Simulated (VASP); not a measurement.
# Sb (P6_3/mmc) in VASP: a series of runs

Sb is run at these levels: PBEsol; tasks: relaxation of cell and atoms.

Everything below comes from runs of VASP 6.6.1. Logs are shortened: lines on timing, memory, paths and dates and some standing lists are left out, and cuts for length are marked.

## 1. The cell of the first run

Symmetry: P6_3/mmc, No. 194, hexagonal system. Conventional cell: a = 3.355 Å, b = 3.355 Å, c = 5.470 Å, α = 90.00°, β = 90.00°, γ = 120.00°. Within 4.4 Å of Sb (site symmetry -6m2) lie 12 Sb at 3.35 Å.

## 2. Relaxation of cell and atoms, PBEsol

File INCAR:

```
SYSTEM = Sb
PREC = Accurate ; ENCUT = 600
EDIFF = 1E-7 ; ISMEAR = -1
SIGMA = 0.05 ; LREAL = .False.
LASPH = .True. ; NELM = 60
ALGO = Normal ; ISIF = 3
LWAVE = .False. ; LCHARG = .False.
GGA = PS ; IBRION = 2
NSW = 80 ; EDIFFG = -0.01
```

File KPOINTS:

```
regular mesh
0
Gamma
  9 9 5
  0 0 0
```

File POSCAR:

```
Sb
1.0
    3.3545324186      0.0000000000      0.0000000000
   -1.6772662093      2.9051102923      0.0000000000
    0.0000000000      0.0000000000      5.4701606500
Sb
2
Direct
    0.6666666667      0.3333333333      0.7500000000
    0.3333333333      0.6666666667      0.2500000000
```

Potentials or basis: VASP PAW PBE potentials, release 64 (Sb).

Run with:

```
cat potpaw_PBE.64/Sb/POTCAR > POTCAR
mpirun -np 1 vasp_std > vasp.out
```

OUTCAR:

```text
SYSTEM = Sb
   PREC = Accurate
   ENCUT = 600
   EDIFF = 1E-7
   ISMEAR = -1
   LREAL = .False.
   LASPH = .True.
   NELM = 60
   ISIF = 3
   GGA = PS
   IBRION = 2
   NSW = 80
   EDIFFG = -0.01

 ion  position               nearest neighbor table
   1  0.667  0.333  0.750-   2 3.35   2 3.35   2 3.35   2 3.35   2 3.35   2 3.35
   2  0.333  0.667  0.250-   1 3.35   1 3.35   1 3.35   1 3.35   1 3.35   1 3.35

  LATTYP: Found a hexagonal cell.
 ALAT       =     3.3545324186
 C/A-ratio  =     1.6306775334

  Lattice vectors:

 A1 = (   3.3545324186,   0.0000000000,   0.0000000000)
 A2 = (  -1.6772662093,   2.9051102923,   0.0000000000)
 A3 = (   0.0000000000,   0.0000000000,   5.4701606500)

Analysis of symmetry for initial positions (statically):
=====================================================================
 Subroutine PRICEL returns:
 Original cell was already a primitive cell.

 Routine SETGRP: Setting up the symmetry group for a
 hexagonal supercell.

 Subroutine GETGRP returns: Found 24 space group operations
 (whereof 12 operations were pure point group operations)
 out of a pool of 24 trial point group operations.

The static configuration has the point symmetry D_3d.
 The point group associated with its full space group is D_6h.

Analysis of symmetry for dynamics (positions and initial velocities):
=====================================================================
 Subroutine PRICEL returns:
 Original cell was already a primitive cell.

 Routine SETGRP: Setting up the symmetry group for a
 hexagonal supercell.

 Subroutine GETGRP returns: Found 24 space group operations
 (whereof 12 operations were pure point group operations)
 out of a pool of 24 trial point group operations.

The dynamic configuration has the point symmetry D_3d.
 The point group associated with its full space group is D_6h.

 Subroutine INISYM returns: Found 24 space group operations
 (whereof 12 operations are pure point group operations),
 and found     1 'primitive' translations

----------------------------------------------------------------------------------------

                                     Primitive cell

  volume of cell :      53.3083

  direct lattice vectors                    reciprocal lattice vectors
     3.354532419  0.000000000  0.000000000     0.298104139  0.172110505  0.000000000
    -1.677266209  2.905110292  0.000000000     0.000000000  0.344221010  0.000000000
     0.000000000  0.000000000  5.470160650     0.000000000  0.000000000  0.182809987

  length of vectors
     3.354532419  3.354532419  5.470160650     0.344221010  0.344221010  0.182809987

  position of ions in fractional coordinates (direct lattice)
     0.666666667  0.333333333  0.750000000
     0.333333333  0.666666667  0.250000000

  ion indices of the primitive-cell ions
   primitive index   ion index
                 1           1
                 2           2

----------------------------------------------------------------------------------------

 KPOINTS: regular mesh

Automatic generation of k-mesh.
 Grid dimensions read from file:
 generate k-points for:    9    9    5

 Generating k-lattice:

  Cartesian coordinates                     Fractional coordinates (reciprocal lattice)
     0.033122682  0.019123389  0.000000000     0.111111111  0.000000000  0.000000000
     0.000000000  0.038246779  0.000000000     0.000000000  0.111111111  0.000000000
     0.000000000  0.000000000  0.036561997     0.000000000  0.000000000  0.200000000

  Length of vectors
     0.038246779  0.038246779  0.036561997

  Shift w.r.t. Gamma in fractional coordinates (k-lattice)
     0.000000000  0.000000000  0.000000000

 Subroutine IBZKPT returns following result:
 ===========================================

 Found     36 irreducible k-points:

 Following reciprocal coordinates:
            Coordinates               Weight
  0.000000  0.000000  0.000000      1.000000
  0.111111  0.000000  0.000000      6.000000
  0.222222  0.000000  0.000000      6.000000
  0.333333  0.000000  0.000000      6.000000
  0.444444  0.000000  0.000000      6.000000
  0.111111  0.111111  0.000000      6.000000
[... 16 lines left out ...]
  0.333333  0.222222  0.200000     24.000000
  0.333333  0.333333  0.200000      4.000000
 [... further k-points ...]
   k-points           NKPTS =     36   k-points in BZ     NKDIM =     36   number of bands    NBANDS=      9
   number of dos      NEDOS =    301   number of ions     NIONS =      2
   total plane-waves  NPLWV =  37632
   dimension x,y,z NGX =    28 NGY =   28 NGZ =   48
   dimension x,y,z NGXF=    56 NGYF=   56 NGZF=   96
   ions per type =               2
   NGX,Y,Z   is equivalent  to a cutoff of  13.88, 13.88, 14.59 a.u.
   NGXF,Y,Z  is equivalent  to a cutoff of  27.75, 27.75, 29.18 a.u.
 SYSTEM =  Sb
   PREC   = accura    normal or accurate (medium, high low for compatibility)
   ISTART =      0    job   : 0-new  1-cont  2-samecut
   ICHARG =      2    charge: 1-file 2-atom 10-const
   ISPIN  =      1    spin polarized calculation?
   LNONCOLLINEAR =      F non collinear calculations
   LSORBIT =      F    spin-orbit coupling
   LASPH  =      T    aspherical Exc in radial PAW
   ENCUT  =  600.0 eV  44.10 Ry    6.64 a.u.   6.70  6.70 10.93*2*pi/ulx,y,z
   NELM   =     60;   NELMIN=  2; NELMDL= -5     # of ELM steps
   EDIFF  = 0.1E-06   stopping-criterion for ELM
   LREAL  =      F    real-space projection
   EDIFFG = -.1E-01   stopping-criterion for IOM
   NSW    =     80    number of steps for IOM
   IBRION =      2    ionic relax: 0-MD 1-quasi-New 2-CG
   NFREE  =      1    steps in history (QN), initial steepest desc. (CG)
   ISIF   =      3    stress and relaxation
   ISYM   =      2    0-nonsym 1-usesym 2-fastsym
   POTIM  = 0.5000    time-step for ionic-motion
   TEBEG  =    0.0;   TEEND  =   0.0 temperature during run
   PSTRESS=    0.0 pullay stress
   NELECT =      10.0000    total number of electrons
   NUPDOWN=      -1.0000    fix difference up-down
   EMIN   =  10.00;   EMAX   =-10.00  energy-range for DOS
   EFERMI =   0.00;   METHOD = LEGACY
   ISMEAR =    -1;   SIGMA  =   0.05  broadening in eV -4-tet -1-fermi 0-gaus
   EFERMI_NEDOS =   21; number of points for ismear=-14 and -15
   IALGO  =     38    algorithm
   IMIX   =      4    mixing-type and parameters
     AMIX     =   0.40;   BMIX     =  1.00
     AMIX_MAG =   1.60;   BMIX_MAG =  1.00
  volume/ion in A,a.u.               =      26.65       179.87
  Fermi-wavevector in a.u.,A,eV,Ry     =   0.937152  1.770960 11.949364  0.878253
  Thomas-Fermi vector in A             =   2.064234
   LORBIT       =      0    0 simple, 1 ext, 2 COOP (PROOUT), +10 PAW based schemes
   GGA     = PS    functional components
   LHFCALC =     F    Hartree Fock is set to
   AEXX    =    0.0000 exact exchange contribution
   IVDW    =     0    specifies the selected vdW correction
   LEPSILON=     F    determine dielectric tensor
   LRPA    =     F    only Hartree local field effects (RPA)
 conjugate gradient relaxation of ions
 non-spin polarized calculation
  energy-cutoff  :      600.00
  volume of cell :       53.31
 maximum number of plane-waves:      1798
 NGX is ok and might be reduce to    28
   NGX = 13   NGY = 13   NGZ = 21

--------------------------------------- Ionic step        1  -------------------------------------------

 number of electron      10.0000000 magnetization

 Free energy of the ion-electron system (eV)
  ---------------------------------------------------
  ext. energy  EPLUGINS =         0.00000000
  ---------------------------------------------------
  free energy    TOTEN  =        -8.68227571 eV

  energy without entropy =       -8.67027861  energy(sigma->0) =       -8.67627716

------------------------ aborting loop because EDIFF is reached ----------------------------------------

  FORCE on cell =-STRESS in cart. coord.  units (eV):
  Direction    XX          YY          ZZ          XY          YZ          ZX
  --------------------------------------------------------------------------------------
  -------------------------------------------------------------------------------------
  Total       -0.5052511     -0.5052511     -0.6085410      0.0000000      0.0000000      0.0000000
  in kB      -15.1852912    -15.1852912    -18.2896634      0.0000000      0.0000000      0.0000000
  external PRESSURE =     -16.2200819 kB  Pullay stress =       0.0000000 kB
[... 57 lines left out ...]
  energy  without entropy=       -8.6764054595  energy(sigma->0) =       -8.68187616

--------------------------------------- Ionic step        3  -------------------------------------------

 number of electron      10.0000000 magnetization

 Free energy of the ion-electron system (eV)
  ---------------------------------------------------
  ext. energy  EPLUGINS =         0.00000000
  ---------------------------------------------------
  free energy    TOTEN  =        -8.68938417 eV

  energy without entropy =       -8.67790217  energy(sigma->0) =       -8.68364317

 E-fermi :   8.7553     XC(G=0): -10.4896

 val. band max:        8.7362738137   @ k =   0.2222   0.0000   0.4000
 cond. band min:       8.7831138818   @ k =   0.2222   0.0000   0.4000
 fundamental gap:      0.0468400681
 Fermi energy:         8.7553111605

 k-point     1 :       0.0000    0.0000    0.0000
  band No.  band energies     occupation
      1      -4.3748      2.00000
      2      -0.3804      2.00000
      3       2.7911      2.00000
      4      12.5564      0.00000
      5      12.5564      0.00000
      6      14.2637      0.00000
      7      14.2637      0.00000
      8      14.5705      0.00000
      9      16.6821      0.00000
[... 265 lines left out ...]
 k-point    24 :       0.3333    0.3333    0.2000
  band No.  band energies     occupation
      1       0.7420      2.00000
      2       0.7420      2.00000
      3       4.4084      2.00000
      4       5.5082      2.00000
      5       5.5082      2.00000
      6       7.1197      2.00000
      7       9.5678      0.00000
      8       9.5678      0.00000
      9      13.3300      0.00000

 [... further k-points ...]
[... 5 lines left out ...]
  --------------------------------------------------------------------------------------
  -------------------------------------------------------------------------------------
  Total        0.0123741      0.0123741     -0.0184624      0.0000000     -0.0000000     -0.0000000
  in kB        0.3816135      0.3816135     -0.5693769      0.0000000     -0.0000000     -0.0000000
  external PRESSURE =       0.0646167 kB  Pullay stress =       0.0000000 kB
[... 17 lines left out ...]
  FREE ENERGIE OF THE ION-ELECTRON SYSTEM (eV)
  ---------------------------------------------------
  free  energy   TOTEN  =        -8.6893841651 eV

  energy  without entropy=       -8.6779021744  energy(sigma->0) =       -8.68364317

 reached required accuracy - stopping structural energy minimisation
```

It took 33 s on 1 thread of AMD EPYC 7R13 (Zen 3), shared host; peak memory 0.17 GiB.

What came out:

```yaml
Free_energy: -8.6894 eV
Relaxed_volume: 25.98 Å³/atom
Relaxed_cell: a = 3.328 Å, b = 3.328 Å, c = 5.417 Å, α = 90.00°, β = 90.00°, γ = 120.00°
Space_group_after_relaxing_to_0.05_Å: P6_3/mmc (No. 194)
Energy_gained_by_relaxing: 3.6 meV/atom
Ionic_steps: 3
Pressure_after_relaxing: 0.0 GPa
Band_gap_on_the_k_mesh: zero (band 5 reaches 13.13 eV, above the bottom of band 6 at 5.99 eV)
```

The path:
| step | energy change (eV) | largest force (eV/Å) | pressure (GPa) | volume (Å³) |
| --- | --- | --- | --- | --- |
| 1 | 0.0000 | 0.0000 | -1.62 | 53.31 |
| 2 | -0.0051 | 0.0000 | 0.95 | 51.25 |
| 3 | -0.0071 | 0.0000 | 0.01 | 51.95 |

Final structure:
```xyz
2
Lattice="3.3277 0.0000 0.0000 -1.6638 2.8818 0.0000 0.0000 0.0000 5.4174" Properties=species:S:1:pos:R:3 pbc="T T T"
Sb    1.6638    0.9606    4.0630
Sb    0.0000    1.9212    1.3543
```

Caveat: the PAW data sets were made with another functional, which shifts forces and pressure a little; spin-orbit coupling is left out, which moves the levels of the heavy elements.

## 3. Relaxation of cell and atoms, PBEsol, target pressure 5 GPa, at which the enthalpy is minimised

File INCAR:

```
  ALGO = Normal
  EDIFF = 1E-7
  EDIFFG = -0.01
  ENCUT = 600
  GGA = PS
  IBRION = 2
  ISIF = 3
  ISMEAR = -1
  LASPH = True
  LCHARG = False
  LREAL = False
  LWAVE = False
  NELM = 100
  NSW = 80
  PREC = Accurate
  PSTRESS = 50.0
  SIGMA = 0.05
```

File KPOINTS:

```
k-points
0
Gamma
  9 9 5
```

POSCAR is that of step 2.

Potentials or basis: VASP PAW PBE potentials, release 64 (Sb).

Run with:

```
cat potpaw_PBE.64/Sb/POTCAR > POTCAR
mpirun -np 1 vasp_std > vasp.out
```

It took 51 s on 1 thread of AMD EPYC 7R13 (Zen 3), shared host; peak memory 0.17 GiB.

Results (log left out):

| Item | Value |
| --- | --- |
| Free energy | -8.6440 eV |
| Relaxed volume | 24.41 Å³/atom |
| Relaxed cell | a = 3.258 Å, b = 3.258 Å, c = 5.310 Å, α = 90.00°, β = 90.00°, γ = 120.00° |
| Space group after relaxing (to 0.05 Å) | P6_3/mmc (No. 194) |
| Energy change on relaxing (the enthalpy is what falls) | +19.1 meV/atom |
| Ionic steps | 6 |
| Pressure after relaxing | 5.0 GPa |
| Band gap on the k mesh | zero (band 5 reaches 14.37 eV, above the bottom of band 6 at 6.61 eV) |

Stress tensor (GPa, compression positive):
```
4.93 0.00 0.00
0.00 4.93 0.00
0.00 0.00 5.01
```

The path:
| step | energy change (eV) | largest force (eV/Å) | pressure (GPa) | volume (Å³) |
| --- | --- | --- | --- | --- |
| 1 | 0.0000 | 0.0000 | -1.62 | 53.31 |
| 2 | 0.2352 | 0.0000 | 13.32 | 45.25 |
| 3 | 0.0374 | 0.0000 | 4.91 | 48.84 |
| 4 | 0.0401 | 0.0000 | 5.07 | 48.75 |
| 5 | 0.0380 | 0.0000 | 4.95 | 48.82 |
| 6 | 0.0382 | 0.0000 | 4.96 | 48.81 |

Final structure:
```
Sb
1.0
     3.25797    0.00000    0.00000
    -1.62898    2.82148    0.00000
     0.00000    0.00000    5.31015
Sb
2
Direct
  0.66667 0.33333 0.75000
  0.33333 0.66667 0.25000
```

Levels at points of the mesh, in eV from the Fermi level:
```csv
k point,band 1,band 2,band 3,band 4,band 5,band 6,band 7,band 8,band 9
"(0.00, 0.00, 0.00)",-13.66,-9.30,-6.39,4.12,4.12,5.96,5.96,6.30,8.25
```

Caveat: the cell is relaxed towards a set pressure, so the enthalpy falls and the energy may rise; the PAW data sets were made with another functional, which shifts forces and pressure a little; spin-orbit coupling is left out, which moves the levels of the heavy elements.

## 4. Relaxation of cell and atoms, PBEsol, target pressure 10 GPa, at which the enthalpy is minimised

File INCAR:

```
SYSTEM = Sb
PREC = Accurate
ENCUT = 600
EDIFF = 1E-6
ISMEAR = -1
SIGMA = 0.05
LREAL = .FALSE.
LASPH = .TRUE.
NELM = 80
ALGO = Normal
ISIF = 3
LWAVE = .FALSE.
LCHARG = .FALSE.
GGA = PS
IBRION = 2
NSW = 80
EDIFFG = -0.01
PSTRESS = 100.0
```

File KPOINTS:

```
Automatic mesh
0
G
  9 9 5
  0 0 0
```

POSCAR is that of step 3.

Run with:

```
cat potpaw_PBE.64/Sb/POTCAR > POTCAR
mpirun -np 1 vasp_std > vasp.out
```

Wall time 54 s (1 thread of AMD EPYC 7R13 (Zen 3), shared host); peak memory 0.17 GiB.

It converged, with:

```
Free energy                                            : -8.5379 eV
Relaxed volume                                         : 23.25 Å³/atom
Relaxed cell                                           : a = 3.207 Å, b = 3.207 Å, c = 5.221 Å, α = 90.00°, β = 90.00°, γ = 120.00°
Space group after relaxing (to 0.05 Å)                 : P6_3/mmc (No. 194)
Energy change on relaxing (the enthalpy is what falls) : +72.2 meV/atom
Ionic steps                                            : 7
Pressure after relaxing                                : 10.0 GPa
Band gap on the k mesh                                 : zero (band 5 reaches 15.35 eV, above the bottom of band 6 at 7.12 eV)
```

The path:
```
step  energy change (eV)  largest force (eV/Å)  pressure (GPa)  volume (Å³)
   1              0.0000                0.0000           -1.63        53.31
   2              1.0243                0.0000           34.82        39.73
   3              0.1320                0.0000            9.50        46.71
   4              0.1422                0.0000            9.91        46.54
   5              0.1503                0.0000           10.23        46.41
   6              0.1377                0.0000            9.74        46.61
   7              0.1444                0.0000           10.00        46.50
```

Final structure:
```yaml
crystal:
  lattice:
    - [3.20700, 0.00000, 0.00000]
    - [-1.60350, 2.77735, 0.00000]
    - [0.00000, 0.00000, 5.22117]
  atoms:
    - { symbol: Sb, position: [0.66667, 0.33333, 0.75000] }
    - { symbol: Sb, position: [0.33333, 0.66667, 0.25000] }
```

Levels at points of the mesh, in eV from the Fermi level:
```tsv
k point	band 2	band 3	band 4	band 5	band 6	band 7	band 8	band 9
(0.00, 0.00, 0.00)	-9.42	-6.73	4.35	4.35	6.30	6.30	6.74	8.47
```

Caveat: the cell is relaxed towards a set pressure, so the enthalpy falls and the energy may rise; the PAW data sets were made with another functional, which shifts forces and pressure a little; spin-orbit coupling is left out, which moves the levels of the heavy elements.

(Continued in part 2 of 2.)
